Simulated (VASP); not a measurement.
Here is a VASP 6.6.1 calculation.

The input POSCAR:

```
Fe
1.0
    2.9816465685      0.0000000000      0.0000000000
    0.0000000000      2.9816465685      0.0000000000
    0.0000000000      0.0000000000      2.9816465685
Fe
1
Direct
    0.0000000000      0.0000000000      0.0000000000
```

Contents of INCAR.step1:

```
SYSTEM = Fe
ALGO = Normal
EDIFF = 1E-4
ENCUT = 520
GGA = PE
ISMEAR = 0
ISPIN = 2
LASPH = .True.
LCHARG = .False.
LMAXMIX = 4
LREAL = .False.
LWAVE = .True.
MAGMOM = 4
NBANDS = 14
NELM = 150
PREC = Accurate
SIGMA = 0.1
```

Contents of INCAR.step2:

```
SYSTEM = Fe
ALGO = Normal
EDIFF = 1E-6
ENCUT = 520
ISIF = 2
ISMEAR = 0
ISPIN = 2
ISTART = 1
LASPH = .True.
LCHARG = .False.
LMAXMIX = 4
LMIXTAU = .True.
LORBIT = 11
LREAL = .False.
LWAVE = .False.
MAGMOM = 4
METAGGA = R2SCAN
NBANDS = 14
NELM = 150
PREC = Accurate
SIGMA = 0.1
```

Contents of KPOINTS:

```
k-points
0
Gamma
  6 6 6
  0 0 0
```

Potentials or basis: VASP PAW PBE potentials, release 64 (Fe).

Run with:

```sh
$ cat potpaw_PBE.64/Fe/POTCAR > POTCAR
$ cp INCAR.step1 INCAR
$ mpirun -np 1 vasp_std > vasp.out
$ cp INCAR.step2 INCAR
$ mpirun -np 1 vasp_std > vasp.out
```

Q: Predict the site moments.

A: Fe +3.25 μB.

Q: Predict the pressure.

A: -18.1 GPa.

Q: What does it give for the net moment?

A: 3.14 μB per cell.

Caveat: the PAW data sets were made with another functional, which shifts forces and pressure a little.
